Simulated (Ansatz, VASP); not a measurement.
## One calculation of AlGa2N3, two programs

```
Al Ga N
1.0
     3.40267    0.00000    0.00000
    -1.70134    2.94680    0.00000
     0.00000    0.00000    8.33481
Al Ga N
1 2 3
Direct
  0.66667 0.33333 0.33333
  0.00000 0.00000 0.00000
  0.33333 0.66667 0.66667
  0.33333 0.66667 0.91667
  0.66667 0.33333 0.58333
  0.00000 0.00000 0.25000
```

Alike in both runs: task single point; functional PBE; k mesh 6 × 6 × 2; occupations gaussian, width 0.1 eV; no spin polarisation.

```csv
,VASP,Ansatz
version,VASP 6.6.1,Ansatz 0.2.0
potentials or method,"VASP PAW PBE potentials, release 64 (Al, Ga_d, N), cutoff 520 eV","scalar-relativistic, plane waves, PAW"
valence electrons in the cell,44,44
```

Ansatz gave:

* gap on the k mesh at the Fermi level (eV): 0.85
* least direct gap on the mesh (eV): 0.85
* pressure (GPa): -23.3
* traceless stress, the component that is largest in VASP (GPa): -0.07
* rms of the force components (eV/Å): 0.237

Task: Estimate VASP's values.

Result: gap on the k mesh at the Fermi level (eV): 0.85; least direct gap on the mesh (eV): 0.85; pressure (GPa): -23.2; traceless stress, the component that is largest in VASP (GPa): -0.07; rms of the force components (eV/Å): 0.245.

Atom by atom the forces differ by 0.008 eV/Å (rms over components).
